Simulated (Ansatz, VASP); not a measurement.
## TiO2: VASP beside Ansatz

```
Ti O
1.0
     4.80244    0.00000   -0.06531
     0.00000    4.87333    0.00000
    -0.80778    0.00000    4.98515
Ti O
4 8
Cartesian
  1.1536 0.2669 1.0579
  3.2450 2.7036 1.3693
  2.8411 4.6064 3.8619
  0.7497 2.1697 3.5505
  0.0180 1.5736 1.7539
  4.3805 4.0103 0.6734
  3.9767 3.2997 3.1660
  -0.3859 0.8631 4.2465
  1.7769 3.6953 2.2679
  2.6216 1.2587 0.1593
  2.2177 1.1780 2.6519
  1.3731 3.6147 4.7605
```

Alike in both runs: functional r2SCAN; k mesh 4 × 4 × 4; occupations gaussian, width 0.1 eV; no spin polarisation.

Ansatz relaxed the structure, and its values are those at the end. VASP's run is a single point on that final structure, the one shown.

|  | VASP | Ansatz |
| --- | --- | --- |
| version | VASP 6.6.1 | Ansatz 0.2.0 |
| potentials or method | VASP PAW PBE potentials, release 64 (Ti_sv, O), cutoff 520 eV | scalar-relativistic, plane waves, PAW |
| valence electrons in the cell | 96 | 96 |

```csv
,VASP,Ansatz,Ansatz less VASP
gap on the k mesh at the Fermi level (eV),2.72,2.70,-0.021
least direct gap on the mesh (eV),2.84,2.82,-0.015
pressure (GPa),1.3,-0.2,-1.52
rms of the force components (eV/Å),0.051,0.025,-0.0257
```

VASP's potentials were made for PBE, not for r2SCAN.
